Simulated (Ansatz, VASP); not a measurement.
Two plane-wave programs on HfSi7

```
Hf Si
1.0
     5.59337    0.00000    0.00000
     0.00000    5.59337    0.00000
     0.00000    0.00000    5.59337
Hf Si
1 7
Direct
  0.00000 0.00000 0.00000
  0.26502 0.26502 0.26502
  0.00000 0.50000 0.50000
  0.50000 0.50000 0.00000
  0.50000 0.00000 0.50000
  0.73498 0.26502 0.73498
  0.73498 0.73498 0.26502
  0.26502 0.73498 0.73498
```

Alike in both runs: functional PBEsol; k mesh 4 × 4 × 4; occupations gaussian, width 0.1 eV; no spin polarisation.

Ansatz relaxed the structure, and its values are those at the end. VASP's run is a single point on that final structure, the one shown.

|  | VASP | Ansatz |
| --- | --- | --- |
| version | VASP 6.6.1 | Ansatz 0.2.0 |
| potentials or method | VASP PAW PBE potentials, release 64 (Hf_pv, Si), cutoff 520 eV | scalar-relativistic, plane waves, PAW |
| valence electrons in the cell | 38 | 54 |

```tsv
	VASP	Ansatz	Ansatz less VASP
gap on the k mesh at the Fermi level (eV)	none	none	-
pressure (GPa)	0.2	0.1	-0.07
rms of the force components (eV/Å)	0.005	0.006	+0.0009
```

VASP's potentials were made for PBE, not for PBEsol. A gap of «none» marks a metal or a gap that the smearing closes. The functional is the same, so the differences come from potentials, cutoffs and numerics. VASP's potentials hold 38 valence electrons a cell and Ansatz's 54, so a difference there can come from the potentials and not from the codes.

Neither program's run includes spin-orbit coupling.
